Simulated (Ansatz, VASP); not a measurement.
**Two plane-wave programs on TiH5**

```xyz
6
Lattice="3.7571 0.0000 0.0000 -1.8785 3.2537 0.0000 0.0000 0.0000 5.0068" Properties=species:S:1:pos:R:3 pbc="T T T"
Ti    1.8785    1.0846    2.5034
H    -0.9364    2.7098    2.5034
H     0.0000    1.0879    2.5034
H     0.9364    2.7098    2.5034
H     1.8785    1.0846    0.4113
H     1.8785    1.0846    4.5955
```

Alike in both runs: functional PBE; k mesh 5 × 5 × 4; occupations gaussian, width 0.2 eV; no spin polarisation.

Ansatz relaxed the structure, and its values are those at the end. VASP's run is a single point on that final structure, the one shown.

```csv
,VASP,Ansatz
version,VASP 6.6.1,Ansatz 0.2.0
potentials or method,"VASP PAW PBE potentials, release 64 (Ti_sv, H), cutoff 500 eV","scalar-relativistic, plane waves, PAW"
valence electrons in the cell,17,17
```

VASP gave:

```
gap on the k mesh at the Fermi level (eV) : none
pressure (GPa)                            : -0.3
rms of the force components (eV/Å)        : 0.029
```

Question: Estimate Ansatz's values.

Answer: gap on the k mesh at the Fermi level (eV): none; pressure (GPa): -0.1; rms of the force components (eV/Å): 0.026.

A gap of «none» marks a metal or a gap that the smearing closes. With one functional, cell and mesh, what is left measures potentials, basis and numerics.

The k mesh is coarse, so the values compare programs but aren't converged.
